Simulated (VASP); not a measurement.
# AlZn2Ga3O8 in VASP: single point with HSE06

Aim: the single point of AlZn2Ga3O8 with HSE06.

All numbers are computed with VASP 6.6.1; they aren't measurements. Logs are shortened: lines on timing, memory, paths and dates and some standing lists are left out, and cuts for length are marked.

## Step 1: The cell of the first run

The typed cell holds 56 atoms: a = 8.278 Å, b = 8.278 Å, c = 8.278 Å, α = 90.00°, β = 90.00°, γ = 90.00°.

## Step 2: Single point, HSE06

Contents of POSCAR:

```
AlZn2Ga3O8
1.0
    8.2782910000      0.0000000000      0.0000000000
    0.0000000000      8.2782910000      0.0000000000
    0.0000000000      0.0000000000      8.2782910000
Zn Ga O Al
8 12 32 4
Direct
    0.8744090000      0.3748220000      0.3755620000
    0.3750010000      0.8748190000      0.3749790000
    0.3744090000      0.3748230000      0.8755580000
    0.1253600000      0.1255590000      0.1253410000
    0.8749960000      0.8748220000      0.8749810000
    0.6247750000      0.6255560000      0.1259230000
    0.6253570000      0.1255590000      0.6253390000
    0.1247720000      0.6255590000      0.6259260000
    0.4973300000      0.0001810000      0.0030090000
    0.7498820000      0.2501820000      0.0004380000
    0.7473670000      0.0002020000      0.2529750000
    0.0024440000      0.5001740000      0.9979010000
    0.9973350000      0.0001780000      0.5030080000
    0.5024400000      0.5001830000      0.4979050000
    0.2498870000      0.2501820000      0.5004420000
    0.2523970000      0.5002020000      0.2479490000
    0.2473690000      0.0001990000      0.7529730000
    0.7523990000      0.5001960000      0.7479440000
    0.9998780000      0.7501970000      0.2504320000
    0.4998880000      0.7501980000      0.7504410000
    0.5084530000      0.0187790000      0.2420030000
    0.7325400000      0.2404930000      0.2410820000
    0.5091510000      0.2406540000      0.0177540000
    0.7370730000      0.0101230000      0.0131910000
    0.0126200000      0.5101310000      0.2376460000
    0.2405220000      0.7404960000      0.2331020000
    0.0171980000      0.7406490000      0.0097120000
    0.2414380000      0.5187680000      0.0090300000
    0.0084560000      0.0187790000      0.7420070000
    0.2325370000      0.2404950000      0.7410830000
    0.0091570000      0.2406540000      0.5177500000
    0.2370760000      0.0101230000      0.5131920000
    0.2672280000      0.2598960000      0.2598150000
    0.4913130000      0.4816110000      0.2589020000
    0.4906210000      0.2597210000      0.4831340000
    0.2626980000      0.4902510000      0.4877200000
    0.5126220000      0.5101310000      0.7376440000
    0.7405230000      0.7404930000      0.7331030000
    0.5171980000      0.7406540000      0.5097160000
    0.7414380000      0.5187700000      0.5090270000
    0.7592500000      0.7598930000      0.2677920000
    0.9871460000      0.9902570000      0.2632630000
    0.9825740000      0.7597200000      0.4911780000
    0.7583300000      0.9816030000      0.4918820000
    0.7672310000      0.2598910000      0.7598120000
    0.9913090000      0.4816070000      0.7589010000
    0.9906170000      0.2597140000      0.9831370000
    0.7626950000      0.4902470000      0.9877170000
    0.2592500000      0.7598920000      0.7677910000
    0.4871430000      0.9902580000      0.7632640000
    0.4825750000      0.7597190000      0.9911790000
    0.2583330000      0.9816010000      0.9918810000
    0.2498870000      0.7501830000      0.0004440000
    0.4998830000      0.2501990000      0.2504410000
    0.7498880000      0.7501830000      0.5004440000
    0.9998830000      0.2501940000      0.7504370000
```

Contents of INCAR.step1:

```
SYSTEM = AlZn2Ga3O8
PREC = Accurate
ENCUT = 520
EDIFF = 1E-5
ISMEAR = -1
SIGMA = 0.05
LREAL = Auto
LASPH = .TRUE.
NELM = 120
ALGO = Normal
ISIF = 2
LWAVE = .TRUE.
LCHARG = .FALSE.
GGA = PE
ISYM = -1
NBANDS = 262
GGA_COMPAT = .FALSE.
KPAR = 1
```

Contents of INCAR.step2:

```
SYSTEM = AlZn2Ga3O8
PREC = Accurate
ENCUT = 520
EDIFF = 1E-6
ISMEAR = -1
SIGMA = 0.05
LREAL = Auto
LASPH = .TRUE.
NELM = 120
ALGO = Normal
ISIF = 2
LWAVE = .FALSE.
LCHARG = .FALSE.
GGA = PE
LHFCALC = .TRUE.
HFSCREEN = 0.2079
PRECFOCK = Fast
ISTART = 1
ISYM = -1
NBANDS = 262
GGA_COMPAT = .FALSE.
KPAR = 1
```

Contents of KPOINTS:

```
explicit points
1
Reciprocal
  0.25000000   0.25000000   0.25000000 1
```

Potentials or basis: VASP PAW PBE potentials, release 64 (Zn, Ga_d, O, Al).

Launch:

```console
> cat potpaw_PBE.64/Zn/POTCAR potpaw_PBE.64/Ga_d/POTCAR potpaw_PBE.64/O/POTCAR potpaw_PBE.64/Al/POTCAR > POTCAR
> cp INCAR.step1 INCAR
> mpirun -np 4 vasp_std > vasp.out
> cp INCAR.step2 INCAR
> mpirun -np 4 vasp_std > vasp.out
```

OUTCAR:

```text
SYSTEM = AlZn2Ga3O8
   PREC = Accurate
   ENCUT = 520
   EDIFF = 1E-6
   ISMEAR = -1
   LREAL = Auto
   LASPH = .TRUE.
   NELM = 120
   ISIF = 2
   GGA = PE
   LHFCALC = .TRUE.
   HFSCREEN = 0.2079
   PRECFOCK = Fast
   ISTART = 1
   ISYM = -1

 ion  position               nearest neighbor table
   1  0.874  0.375  0.376-  40 1.96  22 1.96  31 1.97  25 1.97
   2  0.375  0.875  0.375-  21 1.96  26 1.96  39 1.97  32 1.97
   3  0.374  0.375  0.876-  28 1.96  30 1.96  23 1.97  37 1.97
   4  0.125  0.126  0.125-  52 1.96  33 1.96  47 1.97  42 1.97
   5  0.875  0.875  0.875-  29 1.96  38 1.96  27 1.97  24 1.97
   6  0.625  0.626  0.126-  34 1.96  41 1.96  51 1.97  48 1.97
   7  0.625  0.126  0.625-  44 1.96  45 1.96  35 1.97  50 1.97
   8  0.125  0.626  0.626-  46 1.96  49 1.96  43 1.97  36 1.97
   9  0.497  0.000  0.003-  21 1.99  52 1.99  24 1.99  50 1.99  51 2.00  23 2.00  53 2.91  54 2.91

  10  0.750  0.250  0.000-  24 1.99  48 1.99  45 2.00  22 2.00  23 2.00  47 2.00  56 2.93  54 2.93

  11  0.747  0.000  0.253-  44 1.99  21 1.99  42 1.99  24 1.99  22 2.00  41 2.00  54 2.91  55 2.91

  12  0.002  0.500  0.998-  28 1.99  46 1.99  25 1.99  48 1.99  47 2.00  27 2.00  56 2.91  53 2.91

  13  0.997  0.000  0.503-  29 1.99  44 1.99  32 1.99  42 1.99  43 2.00  31 2.00  55 2.91  56 2.91

  14  0.502  0.500  0.498-  40 1.99  34 1.99  37 1.99  36 1.99  35 2.00  39 2.00  55 2.91  54 2.91

  15  0.250  0.250  0.500-  32 1.99  36 1.99  33 2.00  30 2.00  31 2.00  35 2.00  54 2.93  56 2.93

  16  0.252  0.500  0.248-  34 1.99  28 1.99  36 1.99  25 1.99  26 2.00  33 2.00  53 2.91  54 2.91

  17  0.247  0.000  0.753-  52 1.99  29 1.99  50 1.99  32 1.99  30 2.00  49 2.00  56 2.91  53 2.91

  18  0.752  0.500  0.748-  46 1.99  40 1.99  48 1.99  37 1.99  38 2.00  45 2.00  56 2.91  55 2.91

  19  1.000  0.750  0.250-  42 1.99  25 1.99  41 2.00  26 2.00  27 2.00  43 2.00  53 2.93  55 2.93

  20  0.500  0.750  0.750-  50 1.99  37 1.99  38 2.00  49 2.00  39 2.00  51 2.00  55 2.93  53 2.93

  21  0.508  0.019  0.242-  54 1.92   2 1.96  11 1.99   9 1.99
  22  0.733  0.240  0.241-  54 1.93   1 1.96  11 2.00  10 2.00
  23  0.509  0.241  0.018-  54 1.93   3 1.97   9 2.00  10 2.00
  24  0.737  0.010  0.013-   5 1.97   9 1.99  11 1.99  10 1.99
  25  0.013  0.510  0.238-   1 1.97  12 1.99  16 1.99  19 1.99
  26  0.241  0.740  0.233-  53 1.93   2 1.96  16 2.00  19 2.00
[... 24 lines left out ...]
  51  0.483  0.760  0.991-  53 1.93   6 1.97   9 2.00  20 2.00
  52  0.258  0.982  0.992-  53 1.92   4 1.96  17 1.99   9 1.99
  53  0.250  0.750  0.000-  28 1.92  52 1.92  49 1.93  26 1.93  51 1.93  27 1.93   9 2.91  12 2.91
                            16 2.91  17 2.91  19 2.93  20 2.93
  54  0.500  0.250  0.250-  34 1.92  21 1.92  33 1.93  22 1.93  23 1.93  35 1.93  14 2.91   9 2.91
                            11 2.91  16 2.91  15 2.93  10 2.93
  55  0.750  0.750  0.500-  40 1.92  44 1.92  41 1.93  38 1.93  43 1.93  39 1.93  13 2.91  14 2.91
                            18 2.91  11 2.91  20 2.93  19 2.93
  56  1.000  0.250  0.750-  46 1.92  29 1.92  45 1.93  30 1.93  31 1.93  47 1.93  12 2.91  13 2.91
                            17 2.91  18 2.91  15 2.93  10 2.93

IMPORTANT INFORMATION: All symmetrisations will be switched off!
NOSYMM: (Re-)initialisation of all symmetry stuff for point group C_1.

----------------------------------------------------------------------------------------

                                     Primitive cell

  volume of cell :     567.3121

  direct lattice vectors                    reciprocal lattice vectors
     8.278291000  0.000000000  0.000000000     0.120797880  0.000000000  0.000000000
     0.000000000  8.278291000  0.000000000     0.000000000  0.120797880  0.000000000
     0.000000000  0.000000000  8.278291000     0.000000000  0.000000000  0.120797880

  length of vectors
     8.278291000  8.278291000  8.278291000     0.120797880  0.120797880  0.120797880

  position of ions in fractional coordinates (direct lattice)
     0.874409000  0.374822000  0.375562000
     0.375001000  0.874819000  0.374979000
     0.374409000  0.374823000  0.875558000
     0.125360000  0.125559000  0.125341000
     0.874996000  0.874822000  0.874981000
     0.624775000  0.625556000  0.125923000
[... 48 lines left out ...]
     0.749888000  0.750183000  0.500444000
     0.999883000  0.250194000  0.750437000

  ion indices of the primitive-cell ions
   primitive index   ion index
                 1           1
                 2           2
                 3           3
                 4           4
                 5           5
                 6           6
[... 48 lines left out ...]
                55          55
                56          56

----------------------------------------------------------------------------------------

 KPOINTS: explicit points

Read explicit list of k-points.

 Found      1 k-points:

 Following reciprocal coordinates:
            Coordinates               Weight
  0.250000  0.250000  0.250000      1.000000
   k-points           NKPTS =      1   k-points in BZ     NKDIM =      1   number of bands    NBANDS=    264
   number of dos      NEDOS =    301   number of ions     NIONS =     56
   total plane-waves  NPLWV = 262144
   dimension x,y,z NGX =    64 NGY =   64 NGZ =   64
   dimension x,y,z NGXF=   128 NGYF=  128 NGZF=  128
   ions per type =               8  12  32   4
   NGX,Y,Z   is equivalent  to a cutoff of  12.85, 12.85, 12.85 a.u.
   NGXF,Y,Z  is equivalent  to a cutoff of  25.71, 25.71, 25.71 a.u.
 SYSTEM =  AlZn2Ga3O8
   PREC   = accura    normal or accurate (medium, high low for compatibility)
   ISTART =      1    job   : 0-new  1-cont  2-samecut
   ICHARG =      0    charge: 1-file 2-atom 10-const
   ISPIN  =      1    spin polarized calculation?
   LNONCOLLINEAR =      F non collinear calculations
   LSORBIT =      F    spin-orbit coupling
   LASPH  =      T    aspherical Exc in radial PAW
   ENCUT  =  520.0 eV  38.22 Ry    6.18 a.u.  15.39 15.39 15.39*2*pi/ulx,y,z
   NELM   =    120;   NELMIN=  2; NELMDL=  0     # of ELM steps
   EDIFF  = 0.1E-05   stopping-criterion for ELM
   LREAL  =      T    real-space projection
   EDIFFG = 0.1E-04   stopping-criterion for IOM
   NSW    =      0    number of steps for IOM
   IBRION =     -1    ionic relax: 0-MD 1-quasi-New 2-CG
   NFREE  =      0    steps in history (QN), initial steepest desc. (CG)
   ISIF   =      2    stress and relaxation
   ISYM   =     -1    0-nonsym 1-usesym 2-fastsym
   POTIM  = 0.5000    time-step for ionic-motion
   TEBEG  =    0.0;   TEEND  =   0.0 temperature during run
   PSTRESS=    0.0 pullay stress
   NELECT =     456.0000    total number of electrons
   NUPDOWN=      -1.0000    fix difference up-down
   EMIN   =  10.00;   EMAX   =-10.00  energy-range for DOS
   EFERMI =   0.00;   METHOD = LEGACY
   ISMEAR =    -1;   SIGMA  =   0.05  broadening in eV -4-tet -1-fermi 0-gaus
   EFERMI_NEDOS =   21; number of points for ismear=-14 and -15
   IALGO  =     38    algorithm
   IMIX   =      1    mixing-type and parameters
     AMIX     =   0.40;   BMIX     =  1.00
     AMIX_MAG =   1.60;   BMIX_MAG =  1.00
  volume/ion in A,a.u.               =      10.13        68.36
  Fermi-wavevector in a.u.,A,eV,Ry     =   1.522144  2.876435 31.523645  2.316923
  Thomas-Fermi vector in A             =   2.630763
   LORBIT       =      0    0 simple, 1 ext, 2 COOP (PROOUT), +10 PAW based schemes
   GGA     = PE    functional components
   LHFCALC =     T    Hartree Fock is set to
   PRECFOCK=fast      Normal, Fast or Accurate (Low or Medium for compatibility)
   ENCUT4O =  -1.0   cutoff for four orbital integrals eV
   NKREDX  =     1    reduce k-point grid by
   NKREDY  =     1    reduce k-point grid by
   NKREDZ  =     1    reduce k-point grid by
   AEXX    =    0.2500 exact exchange contribution
   HFSCREEN=    0.2079 screening length (either q_TF or 0.3 A-1)
   HFSCREENC=   0.2079 screening length for correlation (either q_TF or 0.3 A-1)
   ENCUTFOCK=  -1.0 apply spherical cutoff to Coloumb kernel
   IVDW    =     0    specifies the selected vdW correction
   LEPSILON=     F    determine dielectric tensor
   LRPA    =     F    only Hartree local field effects (RPA)
 non-spin polarized calculation
  energy-cutoff  :      520.00
  volume of cell :      567.31
 maximum number of plane-waves:     15297
 NGX is ok and might be reduce to    64
  NGX = 32; NGY = 32; NGZ = 32

 number of electron     455.9999699 magnetization

 Free energy of the ion-electron system (eV)
  ---------------------------------------------------
  ext. energy  EPLUGINS =         0.00000000
  ---------------------------------------------------
  free energy    TOTEN  =      -410.14627432 eV

  energy without entropy =     -410.14627432  energy(sigma->0) =     -410.14627432

 E-fermi :   3.3331     XC(G=0):  -9.5128

 val. band max:        2.0991855146   @ k =   0.2500   0.2500   0.2500
 cond. band min:       7.9787850444   @ k =   0.2500   0.2500   0.2500
 fundamental gap:      5.8795995299
 Fermi energy:         3.3331153084

 k-point     1 :       0.2500    0.2500    0.2500
  band No.  band energies     occupation
      1     -18.0201      2.00000
      2     -17.6697      2.00000
      3     -17.6535      2.00000
      4     -17.6333      2.00000
      5     -17.1776      2.00000
      6     -17.1548      2.00000
[... 232 lines left out ...]
    239      11.0468      0.00000
    240      11.1831      0.00000
 [bands above 240 left out]

------------------------ aborting loop because EDIFF is reached ----------------------------------------

  FORCE on cell =-STRESS in cart. coord.  units (eV):
  Direction    XX          YY          ZZ          XY          YZ          ZX
  --------------------------------------------------------------------------------------
  -------------------------------------------------------------------------------------
  Total       -0.0553098     -0.1324307     -0.0724610     -0.5242517     -0.5298724      2.1129021
  in kB       -0.1562035     -0.3740048     -0.2046410     -1.4805680     -1.4964419      5.9671628
  external PRESSURE =      -0.2449498 kB  Pullay stress =       0.0000000 kB

 VOLUME and BASIS-vectors are now :
 -----------------------------------------------------------------------------
  energy-cutoff  :      520.00
  volume of cell :      567.31
      direct lattice vectors                 reciprocal lattice vectors
     8.278291000  0.000000000  0.000000000     0.120797880  0.000000000  0.000000000
     0.000000000  8.278291000  0.000000000     0.000000000  0.120797880  0.000000000
     0.000000000  0.000000000  8.278291000     0.000000000  0.000000000  0.120797880

 POSITION                                       TOTAL-FORCE (eV/Angst)
 -----------------------------------------------------------------------------------
      7.23861      3.10289      3.10901        -0.004323      0.018615      0.012076
      3.10437      7.24201      3.10419         0.011820      0.019288     -0.004451
      3.09947      3.10289      7.24812        -0.004357      0.018678      0.012497
      1.03777      1.03941      1.03761         0.004192     -0.020128     -0.012431
      7.24347      7.24203      7.24335         0.012244      0.019102     -0.004469
      5.17207      5.17853      1.04243        -0.012387     -0.018664      0.004832
[... 48 lines left out ...]
      6.20779      6.21023      4.14282        -0.001150      0.001395      0.003609
      8.27732      2.07118      6.21234        -0.001020      0.001381      0.003889
 -----------------------------------------------------------------------------------
    total drift:                               -0.016629      0.015731      0.023617

  FREE ENERGIE OF THE ION-ELECTRON SYSTEM (eV)
  ---------------------------------------------------
  free  energy   TOTEN  =      -410.1462743223 eV

  energy  without entropy=     -410.1462743222  energy(sigma->0) =     -410.14627432
```

Wall time 11 min (4 MPI ranks of Intel Xeon Platinum 8375C at 2.90GHz (Ice Lake), shared host); peak memory 0.57 GiB.

What came out:

```yaml
Free_energy: -410.1463 eV
Pressure: 0.0 GPa
Largest_force: 0.272 eV/Å
Band_gap_on_the_k_mesh: 5.88 eV
```

Forces in eV/Å, atoms in the order of the input:
```
Zn  -0.004  0.019  0.012
Zn   0.012  0.019 -0.004
Zn  -0.004  0.019  0.012
Zn   0.004 -0.020 -0.012
Zn   0.012  0.019 -0.004
Zn  -0.012 -0.019  0.005
Zn   0.004 -0.020 -0.012
Zn  -0.012 -0.019  0.005
Ga  -0.024  0.001  0.024
Ga   0.000  0.000  0.001
Ga  -0.024  0.000  0.023
Ga   0.022  0.000 -0.023
Ga  -0.024  0.001  0.024
Ga   0.022  0.000 -0.024
Ga   0.000  0.000  0.001
Ga   0.022  0.000 -0.024
Ga  -0.024  0.000  0.023
Ga   0.022  0.000 -0.024
Ga   0.000  0.000  0.001
Ga  -0.001  0.000  0.001
O    0.150  0.165 -0.154
O   -0.153 -0.144 -0.139
O    0.142 -0.150  0.154
O   -0.151  0.132  0.151
O    0.151  0.132 -0.151
O   -0.139 -0.144 -0.156
O    0.156 -0.150  0.141
O   -0.154  0.167  0.149
O    0.150  0.164 -0.154
O   -0.153 -0.144 -0.139
O    0.142 -0.150  0.154
O   -0.150  0.131  0.151
O    0.155  0.144  0.138
O   -0.150 -0.166  0.154
O   -0.140  0.149 -0.157
O    0.150 -0.131 -0.153
O    0.151  0.131 -0.151
O   -0.139 -0.144 -0.156
O    0.157 -0.151  0.141
O   -0.155  0.167  0.150
O    0.140  0.145  0.152
O   -0.151 -0.132  0.150
O   -0.154  0.150 -0.141
O    0.155 -0.166 -0.148
O    0.155  0.143  0.137
O   -0.149 -0.166  0.154
O   -0.141  0.149 -0.158
O    0.150 -0.131 -0.153
O    0.140  0.145  0.153
O   -0.150 -0.132  0.150
O   -0.154  0.150 -0.141
O    0.154 -0.166 -0.148
Al  -0.001  0.001  0.004
Al  -0.001  0.001  0.003
Al  -0.001  0.001  0.004
Al  -0.001  0.001  0.004
```

Levels at points of the mesh, in eV from the valence-band top:
```csv
k point,band 225,band 226,band 227,band 228,band 229,band 230,band 231,band 232
"(0.25, 0.25, 0.25)",-0.09,-0.08,-0.03,0.00,5.88,7.51,7.66,7.86
```

Caveat: the PAW data sets were made with another functional, which shifts forces and pressure a little; a shifted mesh leaves out Γ, where band edges can lie. A k mesh can miss the band edges.
